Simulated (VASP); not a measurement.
A run of VASP 6.6.1 is set up as follows.

INCAR

```
SYSTEM = Sc11In5
  ALGO = Normal
  EDIFF = 1E-7
  EDIFFG = -0.02
  ENCUT = 450
  GGA = CA
  GGA_COMPAT = .False.
  IBRION = 2
  ISIF = 2
  ISMEAR = 1
  LASPH = .True.
  LCHARG = .False.
  LREAL = .False.
  LWAVE = .False.
  NELM = 120
  NELMIN = 4
  NSW = 45
  PREC = Accurate
  SIGMA = 0.05
```

Contents of KPOINTS:

```
k-points
0
Gamma
  1 1 2
  0 0 0
```

Contents of POSCAR:

```
Sc11In5
1.0
    9.0608176400      0.0000000000      0.0000000000
    0.0000000000      9.0608176400      0.0000000000
    0.0000000000      0.0000000000      4.5304088200
Sc In
11 5
Direct
    0.2500000000      0.2500000000      0.0000000000
    0.2500000000      0.0000000000      0.5000000000
    0.2500000000      0.7500000000      0.0000000000
    0.2500000000      0.5000000000      0.5000000000
    0.0000000000      0.7500000000      0.5000000000
    0.7500000000      0.2500000000      0.0000000000
    0.7500000000      0.0000000000      0.5000000000
    0.5000000000      0.2500000000      0.5000000000
    0.7500000000      0.7500000000      0.0000000000
    0.7500000000      0.5000000000      0.5000000000
    0.5000000000      0.7500000000      0.5000000000
    0.0000000000      0.2500000000      0.5000000000
    0.0000000000      0.0000000000      0.0000000000
    0.0000000000      0.5000000000      0.0000000000
    0.5000000000      0.0000000000      0.0000000000
    0.5000000000      0.5000000000      0.0000000000
```

Potentials or basis: VASP PAW LDA potentials, release 64 (Sc_sv, In_d).

Launch:

```bash
$ cat potpaw_LDA.64/Sc_sv/POTCAR potpaw_LDA.64/In_d/POTCAR > POTCAR
$ mpirun -np 1 vasp_std > vasp.out
```

Q: What does it give for the band gap on the k mesh?

A: Zero (bands 93 and 94 overlap by 0.01 eV).

Q: Estimate the energy gained by relaxing.

A: 1.3 meV/atom.

Forces in eV/Å, atoms in the order of the input:
```
Sc   0.005  0.000  0.000
Sc   0.001  0.001  0.000
Sc   0.011  0.000  0.000
Sc   0.001 -0.001  0.000
Sc   0.000  0.000  0.000
Sc  -0.005  0.000  0.000
Sc  -0.001  0.001  0.000
Sc   0.000  0.000  0.000
Sc  -0.011  0.000  0.000
Sc  -0.001 -0.001  0.000
Sc   0.000  0.000  0.000
In   0.000  0.000  0.000
In   0.000  0.000  0.000
In   0.000  0.000  0.000
In   0.000 -0.001  0.000
In   0.000  0.001  0.000
```

Caveat: the k points lie up to 0.69 Å⁻¹ apart; spin-orbit coupling is left out, which moves the levels of the heavy elements.
